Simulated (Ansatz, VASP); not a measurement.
**One calculation of Na, two programs**

```xyz
2
Lattice="3.7670 0.0000 0.0000 -1.8835 3.2623 0.0000 0.0000 0.0000 6.2771" Properties=species:S:1:pos:R:3 pbc="T T T"
Na    1.8835    1.0874    4.7078
Na    0.0000    2.1749    1.5693
```

Change from the starting cell: strain_z = 0.02.

Alike in both runs: task single point; functional PBEsol; k mesh 8 × 8 × 5; occupations fermi-dirac, width 0.05 eV; no spin polarisation.

|  | VASP | Ansatz |
| --- | --- | --- |
| version | VASP 6.6.1 | Ansatz 0.2.0 |
| potentials or method | VASP PAW PBE potentials, release 64 (Na_pv), cutoff 500 eV | all-electron LAPW, scalar-relativistic |

```csv
,VASP,Ansatz,Ansatz less VASP
gap on the k mesh at the Fermi level (eV),none,none,-
pressure (GPa),-0.4,-0.4,-0.01
"traceless stress, the component that is largest in VASP (GPa)",-0.30,-0.30,+0.004
```

VASP's potentials were made for PBE, not for PBEsol. A gap of «none» marks a metal or a gap that the smearing closes. Ansatz ran all-electron here, and VASP with PAW potentials.
